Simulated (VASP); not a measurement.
A run of VASP 6.6.1 is set up as follows.

Contents of INCAR:

```
SYSTEM = HCN
ALGO = Normal ; EDIFF = 1E-6
ENCUT = 520 ; GGA = PE
ISIF = 2 ; ISMEAR = 0
ISYM = 0 ; IVDW = 12
LASPH = .True. ; LCHARG = .False.
LREAL = .False. ; LWAVE = .False.
NBANDS = 12 ; NELM = 100
PREC = Accurate ; SIGMA = 0.005
```

Contents of KPOINTS:

```
k-points
0
Gamma
  1 1 1
  0 0 0
```

POSCAR

```
HCN
1.0
   14.0000000000      0.0000000000      0.0000000000
    0.0000000000     14.5000000000      0.0000000000
    0.0000000000      0.0000000000     15.0000000000
C N H
1 1 1
Direct
    0.4971851075      0.4997925276      0.5001263574
    0.5798149787      0.5014127731      0.4991959741
    0.4203948914      0.4982940349      0.5009863872
```

Potentials or basis: VASP PAW PBE potentials, release 64 (C, N, H).

The run is started by

```bash
$ cat potpaw_PBE.64/C/POTCAR potpaw_PBE.64/N/POTCAR potpaw_PBE.64/H/POTCAR > POTCAR
$ mpirun -np 1 vasp_gam > vasp.out
```

(1) Estimate the largest force.

(2) What does it give for the gap between the frontier levels?

(3) What does it give for the dispersion energy per atom?

Answers

(1) 0.468 eV/Å.

(2) 7.89 eV.

(3) -0.008 eV.
